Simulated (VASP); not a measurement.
# Te2Pt (P-3m1) in VASP: single point with PBE

Aim: the single point of Te2Pt with PBE.

All numbers are computed with VASP 6.6.1; they aren't measurements. Logs are shortened: lines on timing, memory, paths and dates and some standing lists are left out, and cuts for length are marked.

### 1 The cell of the first run

It takes space group P-3m1 (No. 164, trigonal). Conventional cell: a = 4.089 Å, b = 4.089 Å, c = 5.384 Å, α = 90.00°, β = 90.00°, γ = 120.00°. Within 3.7 Å of Te (site symmetry 3m) lie 3 Pt at 2.73 Å and 6 Te at 3.55 to 3.61 Å. Within 3.6 Å of Pt (site symmetry -3m) lie 6 Te at 2.73 Å.

### 2 Single point, PBE, non-collinear spin, zero start, spin-orbit coupling

The input, INCAR:

```
SYSTEM = Te2Pt
PREC     = Accurate       ! precision mode
ENCUT    = 500            ! plane-wave cutoff, eV
EDIFF    = 1E-6           ! SCF threshold, eV
ISMEAR   = -1             ! smearing method
SIGMA    = 0.05           ! smearing width, eV
LREAL    = .False.        ! projectors in reciprocal space
LASPH    = .True.         ! aspherical terms in the spheres
NELM     = 200            ! most SCF steps
ALGO     = Normal         ! electronic algorithm
ISIF     = 2              ! what is computed and relaxed
LWAVE    = .False.        ! write WAVECAR
LCHARG   = .False.        ! write CHGCAR
MAGMOM   = 0 0 0 0 0 0 0 0 0 ! initial moments
LORBIT   = 11             ! projections on sites
LSORBIT  = .True.         ! spin-orbit coupling
GGA_COMPAT= .False.      
LORBMOM  = .True.       
LMAXMIX  = 4              ! l up to which the mixer works
GGA      = PE             ! functional
NBANDS   = 35             ! bands
```

The input, KPOINTS:

```
regular mesh
0
Gamma
  10 10 7
  0 0 0
```

The input, POSCAR:

```
Te2Pt
1.0
    4.0885153001      0.0000000000      0.0000000000
   -2.0442576501      3.5407581137      0.0000000000
    0.0000000000      0.0000000000      5.3844666464
Te Pt
2 1
Direct
    0.3333333333      0.6666666667      0.2532736247
    0.6666666667      0.3333333333      0.7467263753
    0.0000000000      0.0000000000      0.0000000000
```

Potentials or basis: VASP PAW PBE potentials, release 64 (Te, Pt).

The run is started by

```console
> cat potpaw_PBE.64/Te/POTCAR potpaw_PBE.64/Pt/POTCAR > POTCAR
> mpirun -np 1 vasp_ncl > vasp.out
```

OUTCAR:

```text
SYSTEM = Te2Pt
   PREC = Accurate
   ENCUT = 500
   EDIFF = 1E-6
   ISMEAR = -1
   LREAL = .False.
   LASPH = .True.
   NELM = 200
   ISIF = 2
   LORBIT = 11
   LSORBIT = .True.
   GGA = PE

 ion  position               nearest neighbor table
   1  0.333  0.667  0.253-   3 2.73   3 2.73   3 2.73   2 3.55   2 3.55   2 3.55   2 3.61   2 3.61
                             2 3.61
   2  0.667  0.333  0.747-   3 2.73   3 2.73   3 2.73   1 3.55   1 3.55   1 3.55   1 3.61   1 3.61
                             1 3.61
   3  0.000  0.000  0.000-   1 2.73   2 2.73   2 2.73   1 2.73   2 2.73   1 2.73

  LATTYP: Found a hexagonal cell.
 ALAT       =     4.0885153001
 C/A-ratio  =     1.3169735836

  Lattice vectors:

 A1 = (   4.0885153001,   0.0000000000,   0.0000000000)
 A2 = (  -2.0442576501,   3.5407581137,   0.0000000000)
 A3 = (   0.0000000000,   0.0000000000,   5.3844666464)

Analysis of symmetry for initial positions (statically):
=====================================================================
 Subroutine PRICEL returns:
 Original cell was already a primitive cell.

 Routine SETGRP: Setting up the symmetry group for a
 hexagonal supercell.

 Subroutine GETGRP returns: Found 12 space group operations
 (whereof 12 operations were pure point group operations)
 out of a pool of 24 trial point group operations.

The static configuration has the point symmetry D_3d.

Analysis of symmetry for dynamics (positions and initial velocities):
=====================================================================
 Subroutine PRICEL returns:
 Original cell was already a primitive cell.

 Routine SETGRP: Setting up the symmetry group for a
 hexagonal supercell.

 Subroutine GETGRP returns: Found 12 space group operations
 (whereof 12 operations were pure point group operations)
 out of a pool of 24 trial point group operations.

The dynamic configuration has the point symmetry D_3d.

Analysis of structural, dynamic, and magnetic symmetry:
=====================================================================
 Subroutine PRICEL returns:
 Original cell was already a primitive cell.

 Routine SETGRP: Setting up the symmetry group for a
 hexagonal supercell.

 Subroutine GETGRP returns: Found 12 space group operations
 (whereof 12 operations were pure point group operations)
 out of a pool of 24 trial point group operations.

The overall configuration has the point symmetry D_3d.

 Subroutine INISYM returns: Found 12 space group operations
 (whereof 12 operations are pure point group operations),
 and found     1 'primitive' translations
[... 1069 lines left out ...]
      2.04426      1.18025      4.02072        -0.000000     -0.000000     -0.014019
      0.00000      0.00000      0.00000        -0.000000      0.000000      0.000000
 -----------------------------------------------------------------------------------
    total drift:                                0.000000      0.000000      0.000000

  FREE ENERGIE OF THE ION-ELECTRON SYSTEM (eV)
  ---------------------------------------------------
  free  energy   TOTEN  =       -14.1097223277 eV

  energy  without entropy=      -14.0981971762  energy(sigma->0) =      -14.10395975

 orbital moment (x)

 # of ion     p       d       tot
 ----------------------------------------
  1         0.000   0.000   0.000
  2         0.000   0.000   0.000
  3         0.000  -0.000  -0.000
 ----------------------------------------
            0.000  -0.000   0.000

 orbital moment (y)

 # of ion     p       d       tot
 ----------------------------------------
  1        -0.000   0.000  -0.000
  2        -0.000   0.000  -0.000
  3        -0.000   0.000  -0.000
 ----------------------------------------
           -0.000   0.000  -0.000

 orbital moment (z)

 # of ion     p       d       tot
 ----------------------------------------
  1         0.000   0.000   0.000
  2         0.000   0.000   0.000
  3         0.000  -0.000  -0.000
 ----------------------------------------
            0.000  -0.000  -0.000

 Spin-Orbit-Coupling matrix elements

 Ion:    1  E_soc:     -0.2009864
 l=   1
     0.0000000    -0.0343922    -0.0309617
    -0.0343922     0.0000000    -0.0343922
    -0.0309617    -0.0343922     0.0000000
 l=   2
     0.0000000    -0.0000429     0.0000000    -0.0000429    -0.0002330
    -0.0000429     0.0000000    -0.0001468    -0.0000487    -0.0000429
     0.0000000    -0.0001468     0.0000000    -0.0001468     0.0000000
    -0.0000429    -0.0000487    -0.0001468     0.0000000    -0.0000429
    -0.0002330    -0.0000429     0.0000000    -0.0000429     0.0000000
 l=   3
     0.0000000     0.0000000     0.0000000     0.0000000     0.0000000     0.0000000     0.0000000
     0.0000000     0.0000000     0.0000000     0.0000000     0.0000000     0.0000000     0.0000000
     0.0000000     0.0000000     0.0000000     0.0000000     0.0000000     0.0000000     0.0000000
     0.0000000     0.0000000     0.0000000     0.0000000     0.0000000     0.0000000     0.0000000
[... 29 lines left out ...]
 l=   2
     0.0000000    -0.0169612     0.0000000    -0.0169612    -0.0592648
    -0.0169612     0.0000000    -0.0462568    -0.0203943    -0.0169612
     0.0000000    -0.0462568     0.0000000    -0.0462568     0.0000000
    -0.0169612    -0.0203943    -0.0462568     0.0000000    -0.0169612
    -0.0592648    -0.0169612     0.0000000    -0.0169612     0.0000000
 l=   3
     0.0000000     0.0000000     0.0000000     0.0000000     0.0000000     0.0000000     0.0000000
     0.0000000     0.0000000     0.0000000     0.0000000     0.0000000     0.0000000     0.0000000
     0.0000000     0.0000000     0.0000000     0.0000000     0.0000000     0.0000000     0.0000000
     0.0000000     0.0000000     0.0000000     0.0000000     0.0000000     0.0000000     0.0000000
     0.0000000     0.0000000     0.0000000     0.0000000     0.0000000     0.0000000     0.0000000
     0.0000000     0.0000000     0.0000000     0.0000000     0.0000000     0.0000000     0.0000000
     0.0000000     0.0000000     0.0000000     0.0000000     0.0000000     0.0000000     0.0000000

 total charge

# of ion       s       p       d       tot
------------------------------------------
    1        1.398   1.849   0.062   3.309
    2        1.398   1.849   0.062   3.309
    3        0.659   0.612   8.047   9.318
--------------------------------------------------
tot          3.455   4.311   8.171  15.936

 magnetization (x)

# of ion       s       p       d       tot
------------------------------------------
    1        0.000   0.000  -0.000   0.000
    2        0.000   0.000  -0.000   0.000
    3        0.000   0.000   0.000   0.000
--------------------------------------------------
tot          0.000   0.000  -0.000   0.000

 magnetization (y)

# of ion       s       p       d       tot
------------------------------------------
    1       -0.000   0.000  -0.000   0.000
    2        0.000   0.000  -0.000   0.000
    3        0.000   0.000  -0.000  -0.000
--------------------------------------------------
tot         -0.000   0.000  -0.000   0.000

 magnetization (z)

# of ion       s       p       d       tot
------------------------------------------
    1        0.000   0.000   0.000   0.000
    2        0.000   0.000   0.000   0.000
    3        0.000   0.000   0.000   0.000
--------------------------------------------------
tot          0.000   0.000   0.000   0.000
```

OSZICAR:

```text
N       E                     dE             d eps       ncg     rms          rms(c)
DAV:   1     0.106704196166E+03    0.10670E+03   -0.87830E+03  5600   0.104E+03
DAV:   2    -0.801558773306E+01   -0.11472E+03   -0.10772E+03  6714   0.198E+02
DAV:   3    -0.144078234293E+02   -0.63922E+01   -0.62574E+01  6695   0.448E+01
DAV:   4    -0.145128965907E+02   -0.10507E+00   -0.10492E+00  6793   0.639E+00
DAV:   5    -0.145154535093E+02   -0.25569E-02   -0.25568E-02  6778   0.998E-01    0.135E+01
DAV:   6    -0.142559301160E+02    0.25952E+00   -0.20541E+00  5965   0.134E+01    0.942E+00
DAV:   7    -0.141322196834E+02    0.12371E+00   -0.44269E-01  5860   0.704E+00    0.448E+00
DAV:   8    -0.141145791670E+02    0.17641E-01   -0.57294E-02  6216   0.154E+00    0.138E+00
DAV:   9    -0.141095378720E+02    0.50413E-02   -0.11679E-02  6157   0.105E+00    0.522E-01
DAV:  10    -0.141096522438E+02   -0.11437E-03   -0.17616E-03  6722   0.258E-01    0.195E-01
DAV:  11    -0.141097188011E+02   -0.66557E-04   -0.19163E-04  6122   0.905E-02    0.631E-02
DAV:  12    -0.141097235934E+02   -0.47923E-05   -0.41297E-05  6712   0.367E-02    0.409E-02
DAV:  13    -0.141097199841E+02    0.36093E-05   -0.24843E-06  6271   0.106E-02    0.150E-02
DAV:  14    -0.141097217324E+02   -0.17483E-05   -0.11638E-06  5369   0.674E-03    0.935E-03
DAV:  15    -0.141097223277E+02   -0.59531E-06   -0.33251E-07  4207   0.367E-03
   1 F= -.14109722E+02 E0= -.14103960E+02  d E =-.115252E-01  mag=     0.0000     0.0000    -0.0000
```

stdout:

```text
POSCAR found type information on POSCAR TePt
 POSCAR found :  2 types and       3 ions
 scaLAPACK will be used
 LDA part: xc-table for (Slater+PW92), standard interpolation
 POSCAR, INCAR and KPOINTS ok, starting setup
 FFT: planning ... GRIDC
 FFT: planning ... GRID_SOFT
 FFT: planning ... GRID
 WAVECAR not read
 entering main loop
```

Run time: 4.7 min. Hardware: 1 thread of Oxide Virtual Turin-like, shared host; peak memory 0.48 GiB.

What came out:

| Item | Value |
| --- | --- |
| Free energy | -14.1097 eV |
| Pressure | 0.1 GPa |
| Largest force | 0.014 eV/Å |
| Net moment | 0.00 μB per cell |
| Valence electrons inside the program's atomic spheres | Te 3.31; Pt 9.32 |

Forces on the atoms (eV/Å):
```
Te   0.000  0.000  0.014
Te   0.000  0.000 -0.014
Pt   0.000  0.000  0.000
```

Stress tensor (GPa, compression positive):
```
-0.01  0.00  0.00
 0.00 -0.01  0.00
 0.00  0.00  0.19
```

Moments on the atoms (μB; x, y, z):
```
Te  0.00 0.00 0.00
Te  0.00 0.00 0.00
Pt  0.00 0.00 0.00
```
